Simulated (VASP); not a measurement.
A run of VASP 6.6.1 is set up as follows.

INCAR

```
  PREC = Accurate
  ENCUT = 750
  EDIFF = 1E-6
  ISMEAR = -1
  SIGMA = 0.05
  LREAL = F
  LASPH = T
  NELM = 120
  ALGO = Normal
  ISIF = 2
  LWAVE = F
  LCHARG = T
  GGA = CA
  LVHAR = T
  NBANDS = 38
  GGA_COMPAT = F
  KPAR = 4
```

KPOINTS

```
regular mesh
0
Gamma
  9 9 9
```

POSCAR

```
LiSc
1.0
    0.0000000000      4.3275407260      4.3275407260
    4.3313796263     -0.0107133198      4.3382540458
    4.3313796263      4.3382540458     -0.0107133198
Li Sc
4 4
Direct
    0.0000000000      0.0000000000      0.0000000000
    0.0000000000      0.0000000000      0.5000000000
    0.0000000000      0.5000000000      0.0000000000
    0.5000000000      0.5000000000      0.5000000000
    0.0000000000      0.5000000000      0.5000000000
    0.5000000000      0.0000000000      0.0000000000
    0.5000000000      0.0000000000      0.5000000000
    0.5000000000      0.5000000000      0.0000000000
```

Potentials or basis: VASP PAW LDA potentials, release 64 (Li_sv, Sc_sv).

Launch:

```bash
$ cat potpaw_LDA.64/Li_sv/POTCAR potpaw_LDA.64/Sc_sv/POTCAR > POTCAR
$ mpirun -np 4 vasp_std > vasp.out
```

Problem. What does it give for the pressure?

Solution. 0.0 GPa.

Problem. What does it give for the band gap on the k mesh?

Solution. Zero (bands 28 and 29 overlap by 0.29 eV).
